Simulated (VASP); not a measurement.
# Cs (Im-3m) in VASP: a series of runs, part 2 of 2

VASP 6.6.1.

### 3 Single point, LDA

This run uses another cell than the first one, of 95.27 Å³/atom, 0.965 times its volume.

The input, INCAR:

```
SYSTEM = Cs
PREC = Accurate
ENCUT = 500
EDIFF = 1E-6
ISMEAR = 0
SIGMA = 0.05
LREAL = .False.
LASPH = .True.
NELM = 120
ALGO = Normal
ISIF = 2
LWAVE = .False.
LCHARG = .False.
NBANDS = 10
GGA_COMPAT = .False.
```

The input, KPOINTS:

```
Automatic mesh
0
Gamma
  4 4 4
  0 0 0
```

The input, POSCAR:

```
Cs
1.0
   -2.8771410520      2.8771410520      2.8771410520
    2.8771410520     -2.8771410520      2.8771410520
    2.8771410520      2.8771410520     -2.8771410520
Cs
1
Direct
    0.0013351904      0.0035032132     -0.0039034730
```

Potentials or basis: VASP PAW LDA potentials, release 64 (Cs_sv).

Run with:

```console
$ cat potpaw_LDA.64/Cs_sv/POTCAR > POTCAR
$ mpirun -np 1 vasp_std > vasp.out
```

OUTCAR:

```text
SYSTEM = Cs
   PREC = Accurate
   ENCUT = 500
   EDIFF = 1E-6
   ISMEAR = 0
   LREAL = .False.
   LASPH = .True.
   NELM = 120
   ISIF = 2

 ion  position               nearest neighbor table
   1  0.001  0.004  0.996-

  LATTYP: Found a body centered cubic cell.
 ALAT       =     5.7542821040

  Lattice vectors:

 A1 = (  -2.8771410520,   2.8771410520,   2.8771410520)
 A2 = (   2.8771410520,  -2.8771410520,   2.8771410520)
[... 266 lines left out ...]
      8       4.3411      0.00000
      9       4.3411      0.00000
     10       5.6824      0.00000

------------------------ aborting loop because EDIFF is reached ----------------------------------------

  FORCE on cell =-STRESS in cart. coord.  units (eV):
  Direction    XX          YY          ZZ          XY          YZ          ZX
  --------------------------------------------------------------------------------------
  -------------------------------------------------------------------------------------
  Total       -0.0548797     -0.0548797     -0.0548797     -0.0000000      0.0000000     -0.0000000
  in kB       -0.9229507     -0.9229507     -0.9229507     -0.0000000      0.0000000     -0.0000000
  external PRESSURE =      -0.9229507 kB  Pullay stress =       0.0000000 kB

 VOLUME and BASIS-vectors are now :
 -----------------------------------------------------------------------------
  energy-cutoff  :      500.00
  volume of cell :       95.27
      direct lattice vectors                 reciprocal lattice vectors
    -2.877141052  2.877141052  2.877141052     0.000000000  0.173783624  0.173783624
     2.877141052 -2.877141052  2.877141052     0.173783624  0.000000000  0.173783624
     2.877141052  2.877141052 -2.877141052     0.173783624  0.173783624  0.000000000

 POSITION                                       TOTAL-FORCE (eV/Angst)
 -----------------------------------------------------------------------------------
      2.87215      2.85967     -2.85199        -0.000000      0.000000     -0.000000
 -----------------------------------------------------------------------------------
    total drift:                               -0.000001      0.000003     -0.000007

  FREE ENERGIE OF THE ION-ELECTRON SYSTEM (eV)
  ---------------------------------------------------
  free  energy   TOTEN  =        -0.9445091112 eV

  energy  without entropy=       -0.9354016990  energy(sigma->0) =       -0.93995541
```

OSZICAR:

```text
N       E                     dE             d eps       ncg     rms          rms(c)
DAV:   1     0.464335853626E+02    0.46434E+02   -0.29216E+03   160   0.628E+02
DAV:   2     0.317225502520E+01   -0.43261E+02   -0.42459E+02   208   0.111E+02
DAV:   3    -0.898751606294E+00   -0.40710E+01   -0.40654E+01   180   0.394E+01
DAV:   4    -0.946444872110E+00   -0.47693E-01   -0.47688E-01   220   0.518E+00
DAV:   5    -0.946700921727E+00   -0.25605E-03   -0.25605E-03   192   0.338E-01    0.148E-01
DAV:   6    -0.945035670842E+00    0.16653E-02   -0.22895E-03   176   0.219E-01    0.807E-02
DAV:   7    -0.944489503216E+00    0.54617E-03   -0.25279E-03   174   0.228E-01    0.358E-02
DAV:   8    -0.944508764525E+00   -0.19261E-04   -0.44439E-05   182   0.467E-02    0.331E-03
DAV:   9    -0.944509111178E+00   -0.34665E-06   -0.62856E-07   164   0.424E-03
   1 F= -.94450911E+00 E0= -.93995541E+00  d E =-.910741E-02
```

stdout:

```text
POSCAR found type information on POSCAR Cs
 POSCAR found :  1 types and       1 ions
 scaLAPACK will be used
 LDA part: xc-table for (Slater(with rela. corr.)+CA(PZ))
 , standard interpolation
 POSCAR, INCAR and KPOINTS ok, starting setup
 FFT: planning ... GRIDC
 FFT: planning ... GRID_SOFT
 FFT: planning ... GRID
 WAVECAR not read
 entering main loop
```

Run time: 10 s. Hardware: 1 thread of Intel Xeon 8259CL, shared host; peak memory 0.16 GiB.

What came out:

| Quantity | Value |
| --- | --- |
| Free energy | -0.9445 eV |
| Pressure | -0.1 GPa |

Caveat: the k points lie up to 0.39 Å⁻¹ apart; spin-orbit coupling is left out, which moves the levels of the heavy elements.

### 4 Single point, LDA

This run uses another cell than the first one, of 91.42 Å³/atom, 0.926 times its volume.

INCAR is that of step 3.

The input, KPOINTS:

```
regular mesh
0
Gamma
  4 4 4
  0 0 0
```

The input, POSCAR:

```
Cs
1.0
   -2.8378845373      2.8378845373      2.8378845373
    2.8378845373     -2.8378845373      2.8378845373
    2.8378845373      2.8378845373     -2.8378845373
Cs
1
Direct
    0.0013351904      0.0035032132     -0.0039034730
```

Run with:

```console
$ cat potpaw_LDA.64/Cs_sv/POTCAR > POTCAR
$ mpirun -np 1 vasp_std > vasp.out
```

It took 9.1 s on 1 thread of Intel Xeon 8259CL, shared host; peak memory 0.16 GiB.

It converged, with:

| Item | Value |
| --- | --- |
| Free energy | -0.9452 eV |
| Pressure | 0.0 GPa |

Levels at points of the mesh, in eV from the Fermi level:
| k point | band 1 | band 2 | band 3 | band 4 | band 5 | band 6 | band 7 | band 8 |
| --- | --- | --- | --- | --- | --- | --- | --- | --- |
| (0.00, 0.00, 0.00) | -23.76 | -10.44 | -10.44 | -10.44 | -1.98 | 2.49 | 2.49 | 2.49 |
| (0.50, 0.00, 0.00) | -23.74 | -10.74 | -10.54 | -10.45 | -0.16 | 1.19 | 1.49 | 3.46 |
| (0.50, 0.50, 0.50) | -23.73 | -10.65 | -10.65 | -10.65 | 0.38 | 0.38 | 3.62 | 3.62 |

Caveat: the k points lie up to 0.39 Å⁻¹ apart; spin-orbit coupling is left out, which moves the levels of the heavy elements.

### 5 Single point, LDA

This run uses another cell than the first one, of 107.60 Å³/atom, 1.090 times its volume.

The input, INCAR:

```
SYSTEM = Cs
ALGO     = Normal         ! electronic algorithm
EDIFF    = 1E-6           ! SCF threshold, eV
ENCUT    = 500            ! plane-wave cutoff, eV
GGA_COMPAT= .False.      
ISIF     = 2              ! what is computed and relaxed
ISMEAR   = 0              ! smearing method
LASPH    = .True.         ! aspherical terms in the spheres
LCHARG   = .True.         ! write CHGCAR
LELF     = .True.         ! ELF
LREAL    = .False.        ! projectors in reciprocal space
LVHAR    = .True.       
LWAVE    = .False.        ! write WAVECAR
NBANDS   = 10             ! bands
NELM     = 120            ! most SCF steps
PREC     = Accurate       ! precision mode
SIGMA    = 0.05           ! smearing width, eV
```

The input, KPOINTS:

```
k-points
0
Gamma
  4 4 4
  0 0 0
```

The input, POSCAR:

```
Cs
1.0
   -2.9962600839      2.9962600839      2.9962600839
    2.9962600839     -2.9962600839      2.9962600839
    2.9962600839      2.9962600839     -2.9962600839
Cs
1
Direct
    0.0013351904      0.0035032132     -0.0039034730
```

Run with:

```console
$ cat potpaw_LDA.64/Cs_sv/POTCAR > POTCAR
$ mpirun -np 1 vasp_std > vasp.out
```

Wall time 18 s (1 thread of Intel Xeon 8259CL, shared host); peak memory 0.18 GiB.

Results (log left out):

```yaml
Free_energy: -0.9292 eV
Pressure: -0.3 GPa
```

Levels at points of the mesh, in eV from the Fermi level:
```
           k point  band 1  band 2  band 3  band 4  band 5  band 6  band 7  band 8
(0.00, 0.00, 0.00)  -23.80  -10.53  -10.53  -10.53   -1.77    2.44    2.44    2.44
(0.50, 0.00, 0.00)  -23.79  -10.70  -10.58  -10.53   -0.04    0.99    1.57    3.20
(0.50, 0.50, 0.50)  -23.79  -10.65  -10.65  -10.65    0.59    0.59    3.17    3.17
```

Caveat: the k points lie up to 0.37 Å⁻¹ apart; spin-orbit coupling is left out, which moves the levels of the heavy elements.

### 6 Summary

| cell | gap on the mesh (eV) | pressure (GPa) |
| --- | --- | --- |
| a = 5.043 Å, angles 109.5°, 1 atom | none | -0.2 |
| a = 4.983 Å, angles 109.5°, 1 atom | none | -0.1 |
| a = 4.915 Å, angles 109.5°, 1 atom | none | 0.0 |
| a = 5.190 Å, angles 109.5°, 1 atom | none | -0.3 |

Alike in all rows: task single point; level LDA; potentials or basis VASP PAW LDA potentials, release 64 (Cs_sv); no spin polarisation; k mesh 4 × 4 × 4; cutoff (eV) 500; smearing gaussian 0.05 eV.

Caveats: all runs use coarse meshes; spin-orbit coupling is left out, which moves the levels of the heavy elements.

Total energies depend on the potentials used, so only differences within one code and one set of settings carry meaning.
